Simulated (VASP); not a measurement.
# Ta (I4/mmm) in VASP: a series of runs, part 2 of 2

VASP 6.6.1. Earlier steps stand in the parts before.

## (5) Single point, PBE (strain -0.015 along x and y, +0.030 along z)

INCAR

```
ALGO     = Normal         # electronic algorithm
EDIFF    = 1E-6           # SCF threshold, eV
ENCUT    = 520            # plane-wave cutoff, eV
GGA      = PE             # functional
ISIF     = 2              # what is computed and relaxed
ISMEAR   = 0              # smearing method
LASPH    = T              # aspherical terms in the spheres
LCHARG   = F              # write CHGCAR
LREAL    = F              # projectors in reciprocal space
LWAVE    = F              # write WAVECAR
NBANDS   = 12             # bands
NELM     = 80             # most SCF steps
PREC     = Accurate       # precision mode
SIGMA    = 0.15           # smearing width, eV
```

KPOINTS

```
k-points
0
Gamma
  20 20 20
```

POSCAR

```
Ta
1.0
   -1.6265108000      1.6265108000      1.7008184000
    1.6265108000     -1.6265108000      1.7008184000
    1.6265108000      1.6265108000     -1.7008184000
Ta
1
Direct
    0.0000000000      0.0000000000      0.0000000000
```

Potentials or basis: VASP PAW PBE potentials, release 64 (Ta_pv).

Command:

```
cat potpaw_PBE.64/Ta_pv/POTCAR > POTCAR
mpirun -np 1 vasp_std > vasp.out
```

OUTCAR:

```text
EDIFF = 1E-6
   ENCUT = 520
   GGA = PE
   ISIF = 2
   ISMEAR = 0
   LASPH = T
   LREAL = F
   NELM = 80
   PREC = Accurate

 ion  position               nearest neighbor table
   1  0.000  0.000  0.000-

  LATTYP: Found a body centered tetragonal cell.
 ALAT       =     3.2530216000
 C/A-ratio  =     1.0456852792

  Lattice vectors:

 A1 = (  -1.6265108000,   1.6265108000,   1.7008184000)
 A2 = (   1.6265108000,  -1.6265108000,   1.7008184000)
 A3 = (   1.6265108000,   1.6265108000,  -1.7008184000)

Analysis of symmetry for initial positions (statically):
=====================================================================
 Subroutine PRICEL returns:
 Original cell was already a primitive cell.

 Routine SETGRP: Setting up the symmetry group for a
 body centered tetragonal supercell.

 Subroutine GETGRP returns: Found 16 space group operations
 (whereof 16 operations were pure point group operations)
 out of a pool of 16 trial point group operations.

The static configuration has the point symmetry D_4h.

Analysis of symmetry for dynamics (positions and initial velocities):
=====================================================================
 Subroutine PRICEL returns:
 Original cell was already a primitive cell.

 Routine SETGRP: Setting up the symmetry group for a
 body centered tetragonal supercell.

 Subroutine GETGRP returns: Found 16 space group operations
 (whereof 16 operations were pure point group operations)
 out of a pool of 16 trial point group operations.

The dynamic configuration has the point symmetry D_4h.

 Subroutine INISYM returns: Found 16 space group operations
 (whereof 16 operations are pure point group operations),
 and found     1 'primitive' translations

----------------------------------------------------------------------------------------

                                     Primitive cell

  volume of cell :      17.9983

  direct lattice vectors                    reciprocal lattice vectors
[... 113 lines left out ...]
   IVDW    =     0    specifies the selected vdW correction
   LEPSILON=     F    determine dielectric tensor
   LRPA    =     F    only Hartree local field effects (RPA)
 non-spin polarized calculation
 Gauss-broadening in eV      SIGMA  =   0.15
  energy-cutoff  :      520.00
  volume of cell :       18.00
 maximum number of plane-waves:       506
 NGX is ok and might be reduce to    24
   NGX = 11   NGY = 11   NGZ = 11

 number of electron      11.0000000 magnetization

 Free energy of the ion-electron system (eV)
  ---------------------------------------------------
  ext. energy  EPLUGINS =         0.00000000
  ---------------------------------------------------
  free energy    TOTEN  =       -11.80847033 eV

  energy without entropy =      -11.79371334  energy(sigma->0) =      -11.80109184

 E-fermi :   5.4955     XC(G=0): -12.6218

 val. band max:        5.4946365600   @ k =  -0.2500   0.2500   0.1500
 cond. band min:       5.4960622109   @ k =  -0.1500   0.3000   0.1000
 fundamental gap:      0.0014256509
 Fermi energy:         5.4955148671

 k-point     1 :       0.0000    0.0000    0.0000
  band No.  band energies     occupation
      1     -27.5817      2.00000
      2     -27.5734      2.00000
      3     -27.5734      2.00000
      4      -2.4268      2.00000
      5       6.0639      0.00000
      6       6.0639      0.00000
      7       6.6141      0.00000
      8       9.1049      0.00000
      9       9.8577      0.00000
     10      20.0002      0.00000
     11      20.1918      0.00000
     12      20.7954      0.00000
[... 331 lines left out ...]
 k-point    24 :      -0.3500    0.0500   -0.0000
  band No.  band energies     occupation
      1     -28.4575      2.00000
      2     -27.8442      2.00000
      3     -27.5914      2.00000
      4       0.7667      2.00000
      5       4.6428      2.00000
      6       5.3123      1.91587
      7       8.8290      0.00000
      8      10.1149      0.00000
      9      10.5471      0.00000
     10      19.4236      0.00000
     11      19.9028      0.00000
     12      20.2453      0.00000

 [... further k-points ...]

------------------------ aborting loop because EDIFF is reached ----------------------------------------

  FORCE on cell =-STRESS in cart. coord.  units (eV):
  Direction    XX          YY          ZZ          XY          YZ          ZX
  --------------------------------------------------------------------------------------
  -------------------------------------------------------------------------------------
  Total        0.5869474      0.5869474      0.0210687      0.0000000      0.0000000      0.0000000
  in kB       52.2489932     52.2489932      1.8754995      0.0000000      0.0000000      0.0000000
  external PRESSURE =      35.4578287 kB  Pullay stress =       0.0000000 kB

 VOLUME and BASIS-vectors are now :
 -----------------------------------------------------------------------------
  energy-cutoff  :      520.00
  volume of cell :       18.00
      direct lattice vectors                 reciprocal lattice vectors
    -1.626510800  1.626510800  1.700818400     0.000000000  0.307406505  0.293976123
     1.626510800 -1.626510800  1.700818400     0.307406505  0.000000000  0.293976123
     1.626510800  1.626510800 -1.700818400     0.307406505  0.307406505  0.000000000

 POSITION                                       TOTAL-FORCE (eV/Angst)
 -----------------------------------------------------------------------------------
      0.00000      0.00000      0.00000         0.000000      0.000000      0.000000
 -----------------------------------------------------------------------------------
    total drift:                               -0.000000      0.000000      0.000000

  FREE ENERGIE OF THE ION-ELECTRON SYSTEM (eV)
  ---------------------------------------------------
  free  energy   TOTEN  =       -11.8084703335 eV

  energy  without entropy=      -11.7937133414  energy(sigma->0) =      -11.80109184
```

OSZICAR:

```text
N       E                     dE             d eps       ncg     rms          rms(c)
DAV:   1     0.621138198873E+02    0.62114E+02   -0.61091E+03 15432   0.875E+02
DAV:   2    -0.112342812505E+02   -0.73348E+02   -0.71509E+02 17176   0.247E+02
DAV:   3    -0.122656411905E+02   -0.10314E+01   -0.10235E+01 18500   0.276E+01
DAV:   4    -0.122683810541E+02   -0.27399E-02   -0.27396E-02 17060   0.158E+00
DAV:   5    -0.122683903940E+02   -0.93400E-05   -0.93401E-05 18440   0.870E-02    0.135E+01
DAV:   6    -0.119159975717E+02    0.35239E+00   -0.28462E-01 18176   0.576E+00    0.659E+00
DAV:   7    -0.118093622211E+02    0.10664E+00   -0.25507E-01 17872   0.508E+00    0.382E-01
DAV:   8    -0.118084972136E+02    0.86501E-03   -0.74584E-03 16888   0.718E-01    0.132E-01
DAV:   9    -0.118084774166E+02    0.19797E-04   -0.11834E-04 18076   0.117E-01    0.269E-02
DAV:  10    -0.118084703211E+02    0.70955E-05   -0.36379E-06 16988   0.208E-02    0.295E-03
DAV:  11    -0.118084703335E+02   -0.12408E-07   -0.17370E-07  9532   0.466E-03
   1 F= -.11808470E+02 E0= -.11801092E+02  d E =-.147570E-01
```

Wall time 1.8 min (1 thread of Intel Xeon 8259CL, shared host); peak memory 0.26 GiB.

Results:

- Free energy: -11.8085 eV
- Pressure: 3.5 GPa
- Band gap on the k mesh: zero (an odd number of electrons rules out a gap without spin polarisation)

Levels at points of the mesh, in eV from the Fermi level:
```csv
k point,band 2,band 3,band 4,band 5,band 6,band 7,band 8,band 9,band 10,band 11
"(0.00, 0.00, 0.00)",-33.07,-33.07,-7.92,0.57,0.57,1.12,3.61,4.36,14.50,14.70
"(0.50, 0.00, 0.00)",-33.43,-33.07,-4.39,-1.34,1.49,3.51,4.93,7.73,11.63,12.03
"(0.50, 0.50, 0.00)",-33.48,-33.11,-4.37,-1.91,1.81,4.39,5.18,7.88,11.81,11.93
"(0.50, 0.50, 0.50)",-33.85,-33.85,-3.88,-3.74,6.72,6.91,6.91,7.90,9.05,9.05
```

Caveat: the cell differs from its parent crystal (strain -0.015 along x and y, +0.030 along z); the cell stands under pressure; spin-orbit coupling is left out, which moves the levels of the heavy elements.

## (6) Single point, PBE (strain +0.015 along x and y, -0.030 along z)

INCAR

```
ALGO = Normal
EDIFF = 1E-6
ENCUT = 520
GGA = PE
ISIF = 2
ISMEAR = 0
LASPH = T
LCHARG = F
LREAL = F
LWAVE = F
NBANDS = 12
NELM = 100
PREC = Accurate
SIGMA = 0.15
```

KPOINTS is that of step 5.

POSCAR

```
Ta
1.0
   -1.6760492000      1.6760492000      1.6017416000
    1.6760492000     -1.6760492000      1.6017416000
    1.6760492000      1.6760492000     -1.6017416000
Ta
1
Direct
    0.0000000000      0.0000000000      0.0000000000
```

Potentials or basis: VASP PAW PBE potentials, release 64 (Ta_pv).

Command:

```
cat potpaw_PBE.64/Ta_pv/POTCAR > POTCAR
mpirun -np 1 vasp_std > vasp.out
```

OUTCAR:

```text
EDIFF = 1E-6
   ENCUT = 520
   GGA = PE
   ISIF = 2
   ISMEAR = 0
   LASPH = T
   LREAL = F
   NELM = 100
   PREC = Accurate

 ion  position               nearest neighbor table
   1  0.000  0.000  0.000-

  LATTYP: Found a body centered tetragonal cell.
 ALAT       =     3.3520984000
 C/A-ratio  =     0.9556650246

  Lattice vectors:

 A1 = (  -1.6760492000,   1.6760492000,   1.6017416000)
 A2 = (   1.6760492000,  -1.6760492000,   1.6017416000)
 A3 = (   1.6760492000,   1.6760492000,  -1.6017416000)

Analysis of symmetry for initial positions (statically):
=====================================================================
 Subroutine PRICEL returns:
 Original cell was already a primitive cell.

 Routine SETGRP: Setting up the symmetry group for a
 body centered tetragonal supercell.

 Subroutine GETGRP returns: Found 16 space group operations
 (whereof 16 operations were pure point group operations)
 out of a pool of 16 trial point group operations.

The static configuration has the point symmetry D_4h.

Analysis of symmetry for dynamics (positions and initial velocities):
=====================================================================
 Subroutine PRICEL returns:
 Original cell was already a primitive cell.

 Routine SETGRP: Setting up the symmetry group for a
 body centered tetragonal supercell.

 Subroutine GETGRP returns: Found 16 space group operations
 (whereof 16 operations were pure point group operations)
 out of a pool of 16 trial point group operations.

The dynamic configuration has the point symmetry D_4h.

 Subroutine INISYM returns: Found 16 space group operations
 (whereof 16 operations are pure point group operations),
 and found     1 'primitive' translations

----------------------------------------------------------------------------------------

                                     Primitive cell

  volume of cell :      17.9981

  direct lattice vectors                    reciprocal lattice vectors
[... 113 lines left out ...]
   IVDW    =     0    specifies the selected vdW correction
   LEPSILON=     F    determine dielectric tensor
   LRPA    =     F    only Hartree local field effects (RPA)
 non-spin polarized calculation
 Gauss-broadening in eV      SIGMA  =   0.15
  energy-cutoff  :      520.00
  volume of cell :       18.00
 maximum number of plane-waves:       498
 NGX is ok and might be reduce to    24
   NGX = 11   NGY = 11   NGZ = 11

 number of electron      11.0000000 magnetization

 Free energy of the ion-electron system (eV)
  ---------------------------------------------------
  ext. energy  EPLUGINS =         0.00000000
  ---------------------------------------------------
  free energy    TOTEN  =       -11.80820815 eV

  energy without entropy =      -11.79304787  energy(sigma->0) =      -11.80062801

 E-fermi :   5.4962     XC(G=0): -12.6218

 val. band max:        5.4947537979   @ k =   0.1500   0.0500   0.0500
 cond. band min:       5.4972812451   @ k =   0.5000   0.3500   0.0000
 fundamental gap:      0.0025274472
 Fermi energy:         5.4961757501

 k-point     1 :       0.0000    0.0000    0.0000
  band No.  band energies     occupation
      1     -27.5805      2.00000
      2     -27.5805      2.00000
      3     -27.5678      2.00000
      4      -2.4266      2.00000
      5       5.8531      0.00077
      6       6.4453      0.00000
      7       6.4453      0.00000
      8       9.0742      0.00000
      9       9.8898      0.00000
     10      20.1913      0.00000
     11      20.2481      0.00000
     12      20.2481      0.00000
[... 331 lines left out ...]
 k-point    24 :      -0.3500    0.0500    0.0000
  band No.  band energies     occupation
      1     -28.4442      2.00000
      2     -27.8718      2.00000
      3     -27.6029      2.00000
      4       0.8258      2.00000
      5       4.3137      2.00000
      6       5.4008      1.63147
      7       9.3718      0.00000
      8       9.9304      0.00000
      9      10.5404      0.00000
     10      19.1203      0.00000
     11      20.1816      0.00000
     12      20.9685      0.00000

 [... further k-points ...]

------------------------ aborting loop because EDIFF is reached ----------------------------------------

  FORCE on cell =-STRESS in cart. coord.  units (eV):
  Direction    XX          YY          ZZ          XY          YZ          ZX
  --------------------------------------------------------------------------------------
  -------------------------------------------------------------------------------------
  Total        0.2156199      0.2156199      0.7830239      0.0000000      0.0000000      0.0000000
  in kB       19.1943507     19.1943507     69.7043105      0.0000000      0.0000000      0.0000000
  external PRESSURE =      36.0310040 kB  Pullay stress =       0.0000000 kB

 VOLUME and BASIS-vectors are now :
 -----------------------------------------------------------------------------
  energy-cutoff  :      520.00
  volume of cell :       18.00
      direct lattice vectors                 reciprocal lattice vectors
    -1.676049200  1.676049200  1.601741600     0.000000000  0.298320598  0.312160214
     1.676049200 -1.676049200  1.601741600     0.298320598  0.000000000  0.312160214
     1.676049200  1.676049200 -1.601741600     0.298320598  0.298320598  0.000000000

 POSITION                                       TOTAL-FORCE (eV/Angst)
 -----------------------------------------------------------------------------------
      0.00000      0.00000      0.00000        -0.000000      0.000000      0.000000
 -----------------------------------------------------------------------------------
    total drift:                                0.000000      0.000000      0.000000

  FREE ENERGIE OF THE ION-ELECTRON SYSTEM (eV)
  ---------------------------------------------------
  free  energy   TOTEN  =       -11.8082081537 eV

  energy  without entropy=      -11.7930478747  energy(sigma->0) =      -11.80062801
```

OSZICAR:

```text
N       E                     dE             d eps       ncg     rms          rms(c)
DAV:   1     0.615475221483E+02    0.61548E+02   -0.61044E+03 15444   0.875E+02
DAV:   2    -0.112150378850E+02   -0.72763E+02   -0.70930E+02 17280   0.246E+02
DAV:   3    -0.122655998000E+02   -0.10506E+01   -0.10416E+01 18188   0.278E+01
DAV:   4    -0.122683221697E+02   -0.27224E-02   -0.27221E-02 17252   0.158E+00
DAV:   5    -0.122683309873E+02   -0.88176E-05   -0.88172E-05 18304   0.855E-02    0.135E+01
DAV:   6    -0.119157452500E+02    0.35259E+00   -0.28415E-01 18052   0.576E+00    0.659E+00
DAV:   7    -0.118091724143E+02    0.10657E+00   -0.25583E-01 17804   0.509E+00    0.382E-01
DAV:   8    -0.118082411421E+02    0.93127E-03   -0.70057E-03 16892   0.721E-01    0.143E-01
DAV:   9    -0.118082152089E+02    0.25933E-04   -0.13695E-04 18144   0.125E-01    0.270E-02
DAV:  10    -0.118082081062E+02    0.71027E-05   -0.40539E-06 16988   0.218E-02    0.305E-03
DAV:  11    -0.118082081537E+02   -0.47473E-07   -0.19094E-07  9456   0.491E-03
   1 F= -.11808208E+02 E0= -.11800628E+02  d E =-.151603E-01
```

It took 1.7 min on 1 thread of Intel Xeon 8259CL, shared host; peak memory 0.25 GiB.

What came out:

* Free energy: -11.8082 eV
* Pressure: 3.6 GPa
* Band gap on the k mesh: zero (an odd number of electrons rules out a gap without spin polarisation)

Caveat: the cell differs from its parent crystal (strain +0.015 along x and y, -0.030 along z); the cell stands under pressure; spin-orbit coupling is left out, which moves the levels of the heavy elements.

## (7) The runs side by side

| cell | gap on the mesh (eV) | pressure (GPa) |
| --- | --- | --- |
| a = 2.832 Å, angles 109.9, 109.9, 108.7°, 1 atom | none | 10.0 |
| a = 2.846 Å, angles 109.1, 109.1, 110.3°, 1 atom | none | 6.5 |
| a = 2.846 Å, angles 110.3, 110.3, 107.8°, 1 atom | none | 6.6 |
| a = 2.861 Å, angles 110.7, 110.7, 107.0°, 1 atom | none | 3.5 |
| a = 2.861 Å, angles 108.3, 108.3, 111.9°, 1 atom | none | 3.6 |

Alike in all rows: task single point; level PBE; potentials or basis VASP PAW PBE potentials, release 64 (Ta_pv); no spin polarisation; k mesh 20 × 20 × 20; cutoff (eV) 520; smearing gaussian 0.15 eV.

Caveats: the cell stands under pressure; spin-orbit coupling is left out, which moves the levels of the heavy elements.

Absolute energies hang on the potentials; compare differences alone.
